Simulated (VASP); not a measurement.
Runs of VASP 6.6.1 on ZnSeS. The structure is that of space group P-6m2 (No. 187), or close to it. The cells are those of the table. The cell was generated, and may not be a known phase.

```tsv
task	cell	k mesh	cutoff (eV)	gap on the mesh (eV)	pressure (GPa)	relaxed volume (Å³/atom)
single point	a = 4.342, b = 4.342, c = 4.299 Å, angles 90.0, 90.0, 120.0°, 3 atoms	6 × 6 × 4	520	none	-5.4	-
relaxation of cell and atoms	relaxed from a = 4.342, b = 4.342, c = 4.299 Å, angles 90.0, 90.0, 120.0°, 3 atoms	6 × 6 × 4	600	none	0.2	(a)
single point	a = 4.220, b = 4.220, c = 3.915 Å, angles 90.0, 90.0, 120.0°, 3 atoms	6 × 6 × 4	520	none	0.2	-
single point	a = 4.217, b = 4.217, c = 3.965 Å, angles 90.0, 90.0, 120.0°, 3 atoms	12 × 12 × 12	520	none	0.2	-
relaxation of cell and atoms	relaxed from a = 4.220, b = 4.220, c = 3.915 Å, angles 90.0, 90.0, 120.0°, 3 atoms	12 × 12 × 12	600	none	0.0	20.37
```

Alike in all rows: level PBE; potentials or basis VASP PAW PBE potentials, release 64 (Zn, Se, S); no spin polarisation; smearing gaussian 0.1 eV.

**Question.** Fill in the values left out.

**Answer.** (a) 20.08.

Caveats: some runs use coarse meshes.

A k mesh can miss the band edges, and the runs leave out spin-orbit coupling on Se.

A gap of «none» marks levels without a gap at the run's occupations.
